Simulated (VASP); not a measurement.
# PIr2 in VASP: notebook

PIr2 is run at these levels: LDA; tasks: electric field gradients.

Program: VASP 6.6.1. These are calculated values, not measurements. Logs are shortened: lines on timing, memory, paths and dates and some standing lists are left out, and cuts for length are marked.

### 1 The cell of the first run

Symmetry: I4/mmm, No. 139, tetragonal system. Conventional cell: a = 3.875 Å, b = 3.875 Å, c = 5.535 Å, α = 90.00°, β = 90.00°, γ = 90.00°. P (site symmetry 4/mmm) has 8 Ir at 2.38 Å within 3.1 Å. Ir (site symmetry -4m2) has 4 P at 2.38 Å and 6 Ir at 2.74 to 2.77 Å within 3.1 Å.

### 2 Electric field gradients, LDA (equal xx and yy strain of -1 %)

Input file INCAR:

```
ALGO     = Normal         # electronic algorithm
EDIFF    = 1E-8           # SCF threshold, eV
ENCUT    = 520            # plane-wave cutoff, eV
GGA      = CA             # functional
ISIF     = 2              # what is computed and relaxed
ISMEAR   = -1             # smearing method
LASPH    = T              # aspherical terms in the spheres
LCHARG   = F              # write CHGCAR
LEFG     = T            
LREAL    = F              # projectors in reciprocal space
LWAVE    = F              # write WAVECAR
NBANDS   = 18             # bands
NELM     = 80             # most SCF steps
PREC     = Accurate       # precision mode
SIGMA    = 0.05           # smearing width, eV
```

Input file KPOINTS:

```
k-points
0
Gamma
  11 11 11
```

Input file POSCAR:

```
PIr2
1.0
    0.0000000000      2.7398250000      2.7675000000
    2.7398250000      0.0000000000      2.7675000000
    2.7398250000      2.7398250000      0.0000000000
P Ir
1 2
Direct
    0.0000000000      0.0000000000      0.0000000000
    0.2500000000      0.2500000000      0.2500000000
    0.7500000000      0.7500000000      0.7500000000
```

Potentials or basis: VASP PAW LDA potentials, release 64 (P, Ir).

The run is started by

```console
> cat potpaw_LDA.64/P/POTCAR potpaw_LDA.64/Ir/POTCAR > POTCAR
> mpirun -np 1 vasp_std > vasp.out
```

OUTCAR:

```text
EDIFF = 1E-8
   ENCUT = 520
   GGA = CA
   ISIF = 2
   ISMEAR = -1
   LASPH = T
   LREAL = F
   NELM = 80
   PREC = Accurate

 ion  position               nearest neighbor table
   1  0.000  0.000  0.000-   3 2.38   3 2.38   3 2.38   2 2.38   3 2.38   2 2.38   2 2.38   2 2.38

   2  0.250  0.250  0.250-   1 2.38   1 2.38   1 2.38   1 2.38   3 2.74   3 2.74   3 2.74   3 2.74
                             3 2.77   3 2.77
   3  0.750  0.750  0.750-   1 2.38   1 2.38   1 2.38   1 2.38   2 2.74   2 2.74   2 2.74   2 2.74
                             2 2.77   2 2.77

  LATTYP: Found a body centered tetragonal cell.
 ALAT       =     3.8746976735
 C/A-ratio  =     1.4284985479

  Lattice vectors:

 A1 = (  -2.7398250000,   0.0000000000,   2.7675000000)
 A2 = (   2.7398250000,   0.0000000000,   2.7675000000)
 A3 = (   0.0000000000,   2.7398250000,  -2.7675000000)

Analysis of symmetry for initial positions (statically):
=====================================================================
 Subroutine PRICEL returns:
 Original cell was already a primitive cell.

 Routine SETGRP: Setting up the symmetry group for a
 body centered tetragonal supercell.

 Subroutine GETGRP returns: Found 16 space group operations
 (whereof 16 operations were pure point group operations)
 out of a pool of 16 trial point group operations.

The static configuration has the point symmetry D_4h.

Analysis of symmetry for dynamics (positions and initial velocities):
=====================================================================
 Subroutine PRICEL returns:
 Original cell was already a primitive cell.

 Routine SETGRP: Setting up the symmetry group for a
 body centered tetragonal supercell.

 Subroutine GETGRP returns: Found 16 space group operations
 (whereof 16 operations were pure point group operations)
 out of a pool of 16 trial point group operations.

The dynamic configuration has the point symmetry D_4h.

 Subroutine INISYM returns: Found 16 space group operations
 (whereof 16 operations are pure point group operations),
 and found     1 'primitive' translations

----------------------------------------------------------------------------------------

                                     Primitive cell

  volume of cell :      41.5493

  direct lattice vectors                    reciprocal lattice vectors
     0.000000000  2.739825000  2.767500000    -0.182493407  0.182493407  0.180668473
     2.739825000  0.000000000  2.767500000     0.182493407 -0.182493407  0.180668473
     2.739825000  2.739825000  0.000000000     0.182493407  0.182493407 -0.180668473

  length of vectors
     3.894316022  3.894316022  3.874697674     0.315037751  0.315037751  0.315037751

  position of ions in fractional coordinates (direct lattice)
     0.000000000  0.000000000  0.000000000
     0.250000000  0.250000000  0.250000000
     0.750000000  0.750000000  0.750000000

  ion indices of the primitive-cell ions
   primitive index   ion index
                 1           1
                 2           2
                 3           3

----------------------------------------------------------------------------------------

 KPOINTS: k-points

Automatic generation of k-mesh.
 Grid dimensions read from file:
 generate k-points for:   11   11   11

 Generating k-lattice:

  Cartesian coordinates                     Fractional coordinates (reciprocal lattice)
    -0.016590310  0.016590310  0.016424407     0.090909091 -0.000000000  0.000000000
     0.016590310 -0.016590310  0.016424407    -0.000000000  0.090909091  0.000000000
     0.016590310  0.016590310 -0.016424407     0.000000000  0.000000000  0.090909091

  Length of vectors
     0.028639796  0.028639796  0.028639796

  Shift w.r.t. Gamma in fractional coordinates (k-lattice)
     0.000000000  0.000000000  0.000000000

 Subroutine IBZKPT returns following result:
 ===========================================

 Found    126 irreducible k-points:

 Following reciprocal coordinates:
            Coordinates               Weight
  0.000000  0.000000  0.000000      1.000000
  0.090909 -0.000000  0.000000      8.000000
  0.181818 -0.000000  0.000000      8.000000
  0.272727  0.000000  0.000000      8.000000
  0.363636  0.000000  0.000000      8.000000
  0.454545 -0.000000  0.000000      8.000000
[... 16 lines left out ...]
 -0.272727  0.181818  0.000000      8.000000
 -0.181818  0.181818  0.000000      4.000000
 [... further k-points ...]
   k-points           NKPTS =    126   k-points in BZ     NKDIM =    126   number of bands    NBANDS=     18
   number of dos      NEDOS =    301   number of ions     NIONS =      3
   total plane-waves  NPLWV =  27000
   dimension x,y,z NGX =    30 NGY =   30 NGZ =   30
   dimension x,y,z NGXF=    60 NGYF=   60 NGZF=   60
   ions per type =               1   2
   NGX,Y,Z   is equivalent  to a cutoff of  12.81, 12.81, 12.87 a.u.
   NGXF,Y,Z  is equivalent  to a cutoff of  25.61, 25.61, 25.74 a.u.
 SYSTEM =  unknown system
   PREC   = accura    normal or accurate (medium, high low for compatibility)
   ISTART =      0    job   : 0-new  1-cont  2-samecut
   ICHARG =      2    charge: 1-file 2-atom 10-const
   ISPIN  =      1    spin polarized calculation?
   LNONCOLLINEAR =      F non collinear calculations
   LSORBIT =      F    spin-orbit coupling
   LASPH  =      T    aspherical Exc in radial PAW
   ENCUT  =  520.0 eV  38.22 Ry    6.18 a.u.   7.24  7.24  7.20*2*pi/ulx,y,z
   NELM   =     80;   NELMIN=  2; NELMDL= -5     # of ELM steps
   EDIFF  = 0.1E-07   stopping-criterion for ELM
   LREAL  =      F    real-space projection
   EDIFFG = 0.1E-06   stopping-criterion for IOM
   NSW    =      0    number of steps for IOM
   IBRION =     -1    ionic relax: 0-MD 1-quasi-New 2-CG
   NFREE  =      0    steps in history (QN), initial steepest desc. (CG)
   ISIF   =      2    stress and relaxation
   ISYM   =      2    0-nonsym 1-usesym 2-fastsym
   POTIM  = 0.5000    time-step for ionic-motion
   TEBEG  =    0.0;   TEEND  =   0.0 temperature during run
   PSTRESS=    0.0 pullay stress
   NELECT =      23.0000    total number of electrons
   NUPDOWN=      -1.0000    fix difference up-down
   EMIN   =  10.00;   EMAX   =-10.00  energy-range for DOS
   EFERMI =   0.00;   METHOD = LEGACY
   ISMEAR =    -1;   SIGMA  =   0.05  broadening in eV -4-tet -1-fermi 0-gaus
   EFERMI_NEDOS =   21; number of points for ismear=-14 and -15
   IALGO  =     38    algorithm
   IMIX   =      4    mixing-type and parameters
     AMIX     =   0.40;   BMIX     =  1.00
     AMIX_MAG =   1.60;   BMIX_MAG =  1.00
  volume/ion in A,a.u.               =      13.85        93.46
  Fermi-wavevector in a.u.,A,eV,Ry     =   1.344197  2.540165 24.583910  1.806866
  Thomas-Fermi vector in A             =   2.472210
   LORBIT       =      0    0 simple, 1 ext, 2 COOP (PROOUT), +10 PAW based schemes
   GGA     = CA    functional components
   LHFCALC =     F    Hartree Fock is set to
   AEXX    =    0.0000 exact exchange contribution
   IVDW    =     0    specifies the selected vdW correction
   LEPSILON=     F    determine dielectric tensor
   LRPA    =     F    only Hartree local field effects (RPA)
 non-spin polarized calculation
  energy-cutoff  :      520.00
  volume of cell :       41.55
 maximum number of plane-waves:      1133
 NGX is ok and might be reduce to    30
   NGX = 15   NGY = 15   NGZ = 15

 number of electron      23.0000002 magnetization

 Free energy of the ion-electron system (eV)
  ---------------------------------------------------
  ext. energy  EPLUGINS =         0.00000000
  ---------------------------------------------------
  free energy    TOTEN  =       -28.03100467 eV

  energy without entropy =      -28.02539358  energy(sigma->0) =      -28.02819913

 E-fermi :  10.2535     XC(G=0): -13.2362

 val. band max:       10.2195348514   @ k =  -0.2727   0.0000   0.2727
 cond. band min:      10.2780676116   @ k =  -0.0909   0.2727   0.1818
 fundamental gap:      0.0585327601
 Fermi energy:        10.2535145845

 k-point     1 :       0.0000    0.0000    0.0000
  band No.  band energies     occupation
      1      -4.4562      2.00000
      2       2.3689      2.00000
      3       2.4210      2.00000
      4       2.4210      2.00000
      5       4.0238      2.00000
      6       4.0395      2.00000
[... 10 lines left out ...]
     17      15.2912      0.00000
     18      15.2912      0.00000

 k-point     2 :       0.0909   -0.0000    0.0000
  band No.  band energies     occupation
      1      -4.3481      2.00000
      2       2.3557      2.00000
      3       2.4642      2.00000
      4       2.4940      2.00000
      5       4.1207      2.00000
      6       4.1349      2.00000
[... 10 lines left out ...]
     17      15.8220      0.00000
     18      15.9056      0.00000

 k-point     3 :       0.1818   -0.0000    0.0000
  band No.  band energies     occupation
      1      -4.0434      2.00000
      2       2.2704      2.00000
      3       2.6691      2.00000
      4       2.7038      2.00000
      5       4.4093      2.00000
      6       4.4191      2.00000
[... 10 lines left out ...]
     17      16.8299      0.00000
     18      16.9444      0.00000

 k-point     4 :       0.2727    0.0000    0.0000
  band No.  band energies     occupation
      1      -3.6063      2.00000
      2       2.2109      2.00000
      3       2.9813      2.00000
      4       3.0191      2.00000
      5       4.8801      2.00000
      6       4.8829      2.00000
[... 375 lines left out ...]
      4       3.7024      2.00000
      5       5.4608      2.00000
      6       6.4810      2.00000
[... 10 lines left out ...]
     17      18.6908      0.00000
     18      19.7674      0.00000

 k-point    23 :      -0.2727    0.1818    0.0000
  band No.  band energies     occupation
      1      -3.0695      2.00000
      2       2.2098      2.00000
      3       3.3302      2.00000
      4       3.4116      2.00000
      5       5.1102      2.00000
      6       5.8616      2.00000
[... 10 lines left out ...]
     17      17.9130      0.00000
     18      20.1926      0.00000

 k-point    24 :      -0.1818    0.1818    0.0000
  band No.  band energies     occupation
      1      -3.4689      2.00000
      2       2.1164      2.00000
      3       2.9934      2.00000
      4       3.3052      2.00000
      5       4.7504      2.00000
      6       5.2341      2.00000
[... 10 lines left out ...]
     17      17.2592      0.00000
     18      19.5722      0.00000

 [... further k-points ...]
[... 5 lines left out ...]
  --------------------------------------------------------------------------------------
  -------------------------------------------------------------------------------------
  Total        1.3459511      1.3459511      0.0125441      0.0000000      0.0000000      0.0000000
  in kB       51.9011019     51.9011019      0.4837113      0.0000000      0.0000000      0.0000000
  external PRESSURE =      34.7619717 kB  Pullay stress =       0.0000000 kB

 VOLUME and BASIS-vectors are now :
 -----------------------------------------------------------------------------
  energy-cutoff  :      520.00
  volume of cell :       41.55
      direct lattice vectors                 reciprocal lattice vectors
     0.000000000  2.739825000  2.767500000    -0.182493407  0.182493407  0.180668473
     2.739825000  0.000000000  2.767500000     0.182493407 -0.182493407  0.180668473
     2.739825000  2.739825000  0.000000000     0.182493407  0.182493407 -0.180668473

 POSITION                                       TOTAL-FORCE (eV/Angst)
 -----------------------------------------------------------------------------------
      0.00000      0.00000      0.00000        -0.000000      0.000000      0.000000
      1.36991      1.36991      1.38375        -0.000000     -0.000000     -0.000000
      4.10974      4.10974      4.15125         0.000000      0.000000      0.000000
 -----------------------------------------------------------------------------------
    total drift:                               -0.000000      0.000000      0.000000

  FREE ENERGIE OF THE ION-ELECTRON SYSTEM (eV)
  ---------------------------------------------------
  free  energy   TOTEN  =       -28.0310046658 eV

  energy  without entropy=      -28.0253935843  energy(sigma->0) =      -28.02819913

 Electric field gradients (V/A^2)
---------------------------------------------------------------------
 ion       V_xx      V_yy      V_zz      V_xy      V_xz      V_yz
---------------------------------------------------------------------
   1      -0.404    -0.404     0.809    -0.000    -0.000    -0.000
   2     -13.963   -13.963    27.926    -0.000    -0.000    -0.000
   3     -13.963   -13.963    27.926    -0.000    -0.000    -0.000
---------------------------------------------------------------------

 Electric field gradients after diagonalization (V/A^2)
 (convention: |V_zz| > |V_xx| > |V_yy|)
----------------------------------------------------------------------
 ion       V_xx      V_yy      V_zz     asymmetry (V_yy - V_xx)/ V_zz
----------------------------------------------------------------------
   1      -0.405    -0.404     0.809       0.001
   2     -13.964   -13.963    27.926       0.000
   3     -13.964   -13.963    27.926       0.000
----------------------------------------------------------------------

           NMR quadrupolar parameters

 Cq : quadrupolar parameter    Cq=e*Q*V_zz/h
 eta: asymmetry parameters     (V_yy - V_xx)/ V_zz
 Q  : nuclear electric quadrupole moment in mb (millibarn)
----------------------------------------------------------------------
 ion       Cq(MHz)       eta       Q (mb)
----------------------------------------------------------------------
   1       0.002       0.001       1.000
   2       0.068       0.000       1.000
   3       0.068       0.000       1.000
----------------------------------------------------------------------
```

Wall time 41 s (1 thread of Intel Xeon 6975P-C (Granite Rapids), shared host); peak memory 0.22 GiB.

What came out:

| Property | Result |
| --- | --- |
| Free energy | -28.0310 eV |
| Pressure | 3.5 GPa |

Stress tensor (GPa, compression positive):
```
5.19 0.00 0.00
0.00 5.19 0.00
0.00 0.00 0.05
```

Electric field gradients, principal values (V/Å²):
```csv
atom,least,middle,greatest (by size)
1 P,-0.404,-0.405,0.809
2 Ir,-13.963,-13.964,27.926
3 Ir,-13.963,-13.964,27.926
```

Caveat: the cell differs from its parent crystal (equal xx and yy strain of -1 %); without QUAD_EFG the Cq values of the log hold for a quadrupole moment of 1 mb, not for the nuclei; spin-orbit coupling is left out, which moves the levels of the heavy elements.

[end of part 1 of 2]
